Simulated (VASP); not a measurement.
# MgO (Fm-3m) in VASP: a series of runs, part 2 of 2

VASP 6.6.1.

### Step 3. Single point, PBEsol+D3(BJ), non-collinear spin, typed start

Input file INCAR:

```
ALGO     = Normal         # electronic algorithm
EDIFF    = 1E-7           # SCF threshold, eV
ENCUT    = 520            # plane-wave cutoff, eV
GGA      = PS             # functional
ISIF     = 2              # what is computed and relaxed
ISMEAR   = 0              # smearing method
IVDW     = 12             # dispersion correction
LASPH    = True           # aspherical terms in the spheres
LCHARG   = False          # write CHGCAR
LNONCOLLINEAR= True           # non-collinear magnetism
LORBIT   = 11             # projections on sites
LREAL    = False          # projectors in reciprocal space
LWAVE    = False          # write WAVECAR
MAGMOM   = 0.289 0.289 0.289 0 0 0 # initial moments
NBANDS   = 20             # bands
NELM     = 150            # most SCF steps
PREC     = Accurate       # precision mode
SIGMA    = 0.05           # smearing width, eV
```

Input file KPOINTS:

```
k-points
0
Gamma
  11 11 11
```

Input file POSCAR:

```
MgO
1.0
    0.0000000000      2.0970013927      2.0970013927
    2.0970013927      0.0000000000      2.0970013927
    2.0970013927      2.0970013927      0.0000000000
Mg O
1 1
Direct
    0.0000000000      0.0000000000      0.0000000000
    0.5000000000      0.5000000000      0.5000000000
```

Potentials or basis: VASP PAW PBE potentials, release 64 (Mg, O).

The run is started by

```
$ cat potpaw_PBE.64/Mg/POTCAR potpaw_PBE.64/O/POTCAR > POTCAR
$ mpirun -np 1 vasp_ncl > vasp.out
```

OUTCAR:

```text
EDIFF = 1E-7
   ENCUT = 520
   GGA = PS
   ISIF = 2
   ISMEAR = 0
   IVDW = 12
   LASPH = True
   LNONCOLLINEAR = True
   LORBIT = 11
   LREAL = False
   NELM = 150
   PREC = Accurate
 IVDW          = 12

 ion  position               nearest neighbor table
   1  0.000  0.000  0.000-   2 2.10   2 2.10   2 2.10   2 2.10   2 2.10   2 2.10
   2  0.500  0.500  0.500-   1 2.10   1 2.10   1 2.10   1 2.10   1 2.10   1 2.10

  LATTYP: Found a face centered cubic cell.
 ALAT       =     4.1940027854

  Lattice vectors:

 A1 = (   0.0000000000,   2.0970013927,   2.0970013927)
 A2 = (   2.0970013927,   0.0000000000,   2.0970013927)
 A3 = (   2.0970013927,   2.0970013927,   0.0000000000)

Analysis of symmetry for initial positions (statically):
=====================================================================
 Subroutine PRICEL returns:
 Original cell was already a primitive cell.

 Routine SETGRP: Setting up the symmetry group for a
 face centered cubic supercell.

 Subroutine GETGRP returns: Found 48 space group operations
 (whereof 48 operations were pure point group operations)
 out of a pool of 48 trial point group operations.

The static configuration has the point symmetry O_h .

Analysis of symmetry for dynamics (positions and initial velocities):
=====================================================================
 Subroutine PRICEL returns:
 Original cell was already a primitive cell.

 Routine SETGRP: Setting up the symmetry group for a
 face centered cubic supercell.

 Subroutine GETGRP returns: Found 48 space group operations
 (whereof 48 operations were pure point group operations)
 out of a pool of 48 trial point group operations.

The dynamic configuration has the point symmetry O_h .

Analysis of structural, dynamic, and magnetic symmetry:
=====================================================================
[... 159 lines left out ...]

 E-fermi :   3.4265     XC(G=0): -11.3729

 val. band max:        3.1648104908   @ k =   0.0000   0.0000   0.0000
 cond. band min:       7.9244507892   @ k =   0.0000   0.0000   0.0000
 fundamental gap:      4.7596402985
 Fermi energy:         3.4264880628

 k-point     1 :       0.0000    0.0000    0.0000
  band No.  band energies     occupation
      1     -14.1086      1.00000
      2     -14.1086      1.00000
      3       3.1648      1.00000
      4       3.1648      1.00000
      5       3.1648      1.00000
      6       3.1648      1.00000
[... 541 lines left out ...]
     19      25.2150      0.00000
     20      25.2150      0.00000

 [... further k-points ...]

------------------------ aborting loop because EDIFF is reached ----------------------------------------

 Edisp (eV)   -0.50556

 E8    (eV) :    -0.3131

  FORCE on cell =-STRESS in cart. coord.  units (eV):
  Direction    XX          YY          ZZ          XY          YZ          ZX
  --------------------------------------------------------------------------------------
  -------------------------------------------------------------------------------------
  Total      -0.30632    -0.30632    -0.30632     0.00000     0.00000     0.00000
  in kB     -26.61070   -26.61070   -26.61070     0.00012     0.00012     0.00012
  external pressure =      -26.61 kB  Pullay stress =        0.00 kB

 VOLUME and BASIS-vectors are now :
 -----------------------------------------------------------------------------
  energy-cutoff  :      520.00
  volume of cell :       18.44
      direct lattice vectors                 reciprocal lattice vectors
     0.000000000  2.097001393  2.097001393    -0.238435702  0.238435702  0.238435702
     2.097001393  0.000000000  2.097001393     0.238435702 -0.238435702  0.238435702
     2.097001393  2.097001393  0.000000000     0.238435702  0.238435702 -0.238435702

 POSITION                                       TOTAL-FORCE (eV/Angst)
 -----------------------------------------------------------------------------------
      0.00000      0.00000      0.00000         0.000000      0.000000      0.000000
      2.09700      2.09700      2.09700        -0.000000     -0.000000     -0.000000
 -----------------------------------------------------------------------------------
    total drift:                               -0.000000     -0.000000     -0.000000

  FREE ENERGIE OF THE ION-ELECTRON SYSTEM (eV)
  ---------------------------------------------------
  free  energy   TOTEN  =       -13.0165703459 eV

  energy  without entropy=      -13.0165703459  energy(sigma->0) =      -13.01657035

 total charge

# of ion       s       p       d       tot
------------------------------------------
    1        0.152   0.185   0.083   0.420
    2        1.538   3.548   0.000   5.086
--------------------------------------------------
tot          1.689   3.734   0.083   5.506

 magnetization (x)

# of ion       s       p       d       tot
------------------------------------------
    1       -0.000  -0.000  -0.000  -0.000
    2       -0.000  -0.000   0.000  -0.000
--------------------------------------------------
tot         -0.000  -0.000  -0.000  -0.000

 magnetization (y)

# of ion       s       p       d       tot
------------------------------------------
    1       -0.000  -0.000  -0.000  -0.000
    2       -0.000  -0.000   0.000  -0.000
--------------------------------------------------
tot         -0.000  -0.000  -0.000  -0.000

 magnetization (z)

# of ion       s       p       d       tot
------------------------------------------
    1       -0.000  -0.000  -0.000  -0.000
    2       -0.000  -0.000   0.000  -0.000
--------------------------------------------------
tot         -0.000  -0.000  -0.000  -0.000
```

OSZICAR:

```text
N       E                     dE             d eps       ncg     rms          rms(c)
DAV:   1     0.219144116139E+02    0.21914E+02   -0.39301E+03  9808   0.724E+02
DAV:   2    -0.126868304704E+02   -0.34601E+02   -0.32805E+02 10828   0.172E+02
DAV:   3    -0.138470404803E+02   -0.11602E+01   -0.11546E+01 10844   0.275E+01
DAV:   4    -0.138509415756E+02   -0.39011E-02   -0.39008E-02 10084   0.181E+00
DAV:   5    -0.138509566631E+02   -0.15088E-04   -0.15087E-04 10216   0.109E-01    0.680E+00
DAV:   6    -0.125340569938E+02    0.13169E+01   -0.24565E+00  9440   0.166E+01    0.221E+00
DAV:   7    -0.125238571830E+02    0.10200E-01   -0.84640E-02  9712   0.260E+00    0.136E+00
DAV:   8    -0.125048090655E+02    0.19048E-01   -0.24053E-02  9272   0.192E+00    0.651E-01
DAV:   9    -0.125110744327E+02   -0.62654E-02   -0.11789E-03  9760   0.328E-01    0.126E-01
DAV:  10    -0.125109883566E+02    0.86076E-04   -0.32729E-04  9880   0.190E-01    0.414E-02
DAV:  11    -0.125110304398E+02   -0.42083E-04   -0.48056E-05  9780   0.649E-02    0.485E-02
DAV:  12    -0.125110087326E+02    0.21707E-04   -0.35694E-05  9688   0.672E-02    0.405E-03
DAV:  13    -0.125110088221E+02   -0.89425E-07   -0.50044E-07  9760   0.630E-03
   1 F= -.13016570E+02 E0= -.13016570E+02  d E =-.808332E-16  mag=     0.0000     0.0000     0.0000
```

stdout:

```text
POSCAR found type information on POSCAR MgO
 POSCAR found :  2 types and       2 ions
 scaLAPACK will be used
 -----------------------------------------------------------------------------
|                                                                             |
|                                                                             |
|     You enforced a specific xc type in the INCAR file but a different       |
|     I HOPE YOU KNOW WHAT YOU ARE DOING!                                     |
|                                                                             |
 -----------------------------------------------------------------------------

 LDA part: xc-table for (Slater+PW92), standard interpolation
 POSCAR, INCAR and KPOINTS ok, starting setup
 FFT: planning ... GRIDC
 FFT: planning ... GRID_SOFT
 FFT: planning ... GRID
 WAVECAR not read
 entering main loop
```

Run time: 3.9 min. Hardware: 1 thread of AMD EPYC 7R13 (Zen 3), shared host; peak memory 0.26 GiB.

What came out:

| Item | Value |
| --- | --- |
| Free energy | -13.0166 eV |
| Pressure | -2.7 GPa |
| Band gap on the k mesh | 4.76 eV, direct |
| Net moment | 0.00 μB per cell |
| Valence electrons inside the program's atomic spheres | Mg 0.42; O 5.09 |
| Dispersion energy per atom | -0.253 eV |

Moments on the atoms (μB; x, y, z):
```
Mg  0.00 0.00 0.00
O   0.00 0.00 0.00
```

Caveat: the PAW data sets were made with another functional, which shifts forces and pressure a little.

### Step 4. Single point, r2SCAN0+D4

POSCAR is that of step 3.

Input file INCAR.step1:

```
  ALGO = Normal
  EDIFF = 1E-5
  ENCUT = 520
  GGA = PE
  ISIF = 2
  ISMEAR = 0
  LASPH = T
  LREAL = F
  LWAVE = T
  NBANDS = 11
  NELM = 60
  PREC = Accurate
  SIGMA = 0.01
```

Input file INCAR.step2:

```
  AEXX = 0.25
  ALGO = Normal
  EDIFF = 1E-6
  ENCUT = 520
  ISIF = 2
  ISMEAR = 0
  ISTART = 1
  IVDW = 13
  LASPH = T
  LCHARG = T
  LELF = T
  LHFCALC = T
  LMIXTAU = T
  LREAL = F
  LVHAR = T
  LWAVE = F
  METAGGA = R2SCAN
  NBANDS = 11
  NELM = 60
  PREC = Accurate
  PRECFOCK = Normal
  SIGMA = 0.01
  VDW_A1 = 0.4778
  VDW_A2 = 5.8779
  VDW_S6 = 1.0
  VDW_S8 = 0.8992
```

Input file KPOINTS:

```
k-points
0
Gamma
  6 6 6
```

The run is started by

```
$ cat potpaw_PBE.64/Mg/POTCAR potpaw_PBE.64/O/POTCAR > POTCAR
$ cp INCAR.step1 INCAR
$ mpirun -np 1 vasp_std > vasp.out
$ cp INCAR.step2 INCAR
$ mpirun -np 1 vasp_std > vasp.out
```

It took 8.6 min on 1 thread of AMD EPYC 7R13 (Zen 3), shared host; peak memory 0.13 GiB.

The run converged. Its results:

| Quantity | Value |
| --- | --- |
| Free energy | -18.1529 eV |
| Pressure | -4.5 GPa |
| Band gap on the k mesh | 7.93 eV, direct |
| Dispersion energy per atom | -0.078 eV |

Levels at points of the mesh, in eV from the valence-band top:
```tsv
k point	band 2	band 3	band 4	band 5	band 6	band 7
(0.00, 0.00, 0.00)	0.00	0.00	0.00	7.93	19.31	19.31
(0.50, 0.00, 0.00)	-5.00	-0.74	-0.74	11.13	16.60	19.98
(0.50, 0.50, 0.00)	-4.47	-1.51	-1.51	12.25	13.51	17.07
```

Caveat: the k points lie up to 0.43 Å⁻¹ apart; the PAW data sets were made with another functional, which shifts forces and pressure a little.

### Step 5. Overview

| level | spin | k mesh | smearing | grid for exact exchange (PRECFOCK) | gap on the mesh (eV) | pressure (GPa) |
| --- | --- | --- | --- | --- | --- | --- |
| PBE | off | 11 × 11 × 11 | methfessel-paxton 0.025 eV | - | 4.85 | 6.2 |
| PBEsol+D3(BJ) | non-collinear, typed start | 11 × 11 × 11 | gaussian 0.05 eV | - | 4.76 | -2.7 |
| r2SCAN0+D4 | off | 6 × 6 × 6 | gaussian 0.01 eV | Normal | 7.93 | -4.5 |

Alike in all rows: task single point; potentials or basis VASP PAW PBE potentials, release 64 (Mg, O); cell as given; cutoff (eV) 520.

Caveats: some runs use coarse meshes; the PAW data sets were made with another functional, which shifts forces and pressure a little (some runs).

Absolute energies hang on the potentials; compare differences alone.
